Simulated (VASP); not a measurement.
## BN: single point with LDA

The system is BN.

```xyz
2
Lattice="2.5080 0.0000 0.0000 -1.2467 2.1762 0.0000 -0.6307 -1.0881 3.0225" Properties=species:S:1:pos:R:3 pbc="T T T"
N     0.6410   -0.3484    2.9772
B     1.2297    2.1384    0.0055
```

| Item | Value |
| --- | --- |
| Program | VASP 6.6.1 |
| Task | single point |
| Functional | LDA |
| Potentials or basis | VASP PAW LDA potentials, release 64 (N, B) |
| Cutoff | 520 eV |
| k mesh | 13 × 13 × 9 |
| Occupations | fermi-dirac, width 0.05 eV |
| Spin | no spin polarisation |

```
Pressure               : -3.5 GPa
Largest force          : 2.698 eV/Å
Band gap on the k mesh : 2.63 eV, indirect (least direct gap 4.39 eV)
```

Forces on the atoms (eV/Å):
```
N   -1.639 -2.053  0.616
B    1.639  2.053 -0.616
```

Stress tensor (GPa, compression positive):
```
-12.63  -4.85   0.53
 -4.85  -1.05   1.17
  0.53   1.17   3.17
```

Levels at points of the mesh, in eV from the valence-band top:
```
           k point  band 1  band 2  band 3  band 4  band 5  band 6  band 7  band 8
(0.00, 0.00, 0.00)  -18.16   -3.90   -2.57   -0.95    5.16    9.98   12.09   12.64
```

Wall time 60 s on 1 thread of Intel(R) Xeon(R) Platinum 8488C (Sapphire Rapids), on a shared host, peak memory 0.23 GiB.

Caveat: forces of over 1 eV/Å act on the atoms, so gaps and moduli don't describe the material at rest. A hybrid or GW would open this gap; LDA tends to underestimate it.
